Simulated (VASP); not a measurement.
Write the native input for VASP 6.6.1 that does the following.

- Task: relaxation of cell and atoms
- Functional: revPBE
- Dispersion: D4
- Potentials or basis: VASP PAW PBE potentials, release 64 (Hf_pv, O)
- Cutoff: 600 eV
- k mesh: 9 × 9 × 9
- Occupations: fermi-dirac, width 0.05 eV
- Spin: no spin polarisation
- Dipole correction: no
- Further INCAR settings: ALGO = Normal; EDIFF = 1e-06; IBRION = 2; EDIFFG = -0.01; NSW = 60; ISIF = 3

The structure of HfO2 lies in POSCAR:

```
HfO2
1.0
    0.0000000000      2.5575000000      2.5575000000
    2.5575000000      0.0000000000      2.5575000000
    2.5575000000      2.5575000000      0.0000000000
Hf O
1 2
Direct
    0.0000000000      0.0000000000      0.0000000000
    0.7500000000      0.7500000000      0.7500000000
    0.2500000000      0.2500000000      0.2500000000
```

One way to write it, as run:

INCAR

```
SYSTEM = HfO2
  PREC = Accurate
  ENCUT = 600
  EDIFF = 1E-6
  ISMEAR = -1
  SIGMA = 0.05
  LREAL = .False.
  LASPH = .True.
  NELM = 80
  ALGO = Normal
  ISIF = 3
  LWAVE = .False.
  LCHARG = .False.
  GGA = RE
  IVDW = 13
  IBRION = 2
  NSW = 60
  EDIFFG = -0.01
```

KPOINTS

```
Automatic mesh
0
Gamma
  9 9 9
  0 0 0
```

Potentials or basis: VASP PAW PBE potentials, release 64 (Hf_pv, O).

Run with:

```sh
$ cat potpaw_PBE.64/Hf_pv/POTCAR potpaw_PBE.64/O/POTCAR > POTCAR
$ mpirun -np 1 vasp_std > vasp.out
```

It gave:

| Item | Value |
| --- | --- |
| Relaxed volume | 10.72 Å³/atom |
| Relaxed cell | a = 3.569 Å, b = 3.569 Å, c = 3.569 Å, α = 60.00°, β = 60.00°, γ = 60.00° |
| Space group after relaxing (to 0.1 Å) | Fm-3m (No. 225) |
| Energy gained by relaxing | 13.4 meV/atom |
| Ionic steps | 3 |
| Pressure after relaxing | -0.1 GPa |
| Band gap on the k mesh | 4.02 eV (least direct gap 4.15 eV) |
| Dispersion energy per atom | -0.377 eV |

Caveat: the PAW data sets were made with another functional, which shifts forces and pressure a little; spin-orbit coupling is left out, which moves the levels of the heavy elements; an odd mesh through Γ misses points on the zone boundary, where band edges can lie.

It took 29 s on 1 thread of Intel(R) Xeon(R) 6975P-C (Granite Rapids), on a shared host, peak memory 0.18 GiB.
